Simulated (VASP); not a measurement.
Set up this calculation in VASP 6.6.1, as the native input.

- Task: single point
- Functional: PBE
- Potentials or basis: VASP PAW PBE potentials, release 64 (Li_sv, Se)
- Cutoff: 750 eV
- k mesh: 6 × 6 × 6
- Occupations: gaussian, width 0.01 eV
- Spin: no spin polarisation
- Dipole correction: no
- Further INCAR settings: ALGO = Normal; EDIFF = 1e-06; NBANDS = 13

The structure of Li2Se lies in POSCAR:

```
Li2Se
1.0
    0.0000000000      2.9934588658      2.9934588658
    2.9934588658      0.0000000000      2.9934588658
    2.9934588658      2.9934588658      0.0000000000
Li Se
2 1
Direct
    0.2500000000      0.2500000000      0.2500000000
    0.7500000000      0.7500000000      0.7500000000
    0.0000000000      0.0000000000      0.0000000000
```

The input as run:

INCAR

```
SYSTEM = Li2Se
  PREC = Accurate
  ENCUT = 750
  EDIFF = 1E-6
  ISMEAR = 0
  SIGMA = 0.01
  LREAL = .False.
  LASPH = .True.
  NELM = 120
  ALGO = Normal
  ISIF = 2
  LWAVE = .False.
  LCHARG = .True.
  GGA = PE
  LELF = .True.
  LVHAR = .True.
  NBANDS = 13
  GGA_COMPAT = .False.
```

KPOINTS

```
Automatic mesh
0
Gamma
  6 6 6
  0 0 0
```

Potentials or basis: VASP PAW PBE potentials, release 64 (Li_sv, Se).

The run is started by

```sh
$ cat potpaw_PBE.64/Li_sv/POTCAR potpaw_PBE.64/Se/POTCAR > POTCAR
$ mpirun -np 1 vasp_std > vasp.out
```

It gave:

The pressure is 0.3 GPa and the band gap on the k mesh is 2.97 eV (least direct gap 3.42 eV).

Run time: 28 s on 1 thread of Intel Xeon 8259CL, with other jobs on the host, peak memory 0.23 GiB.
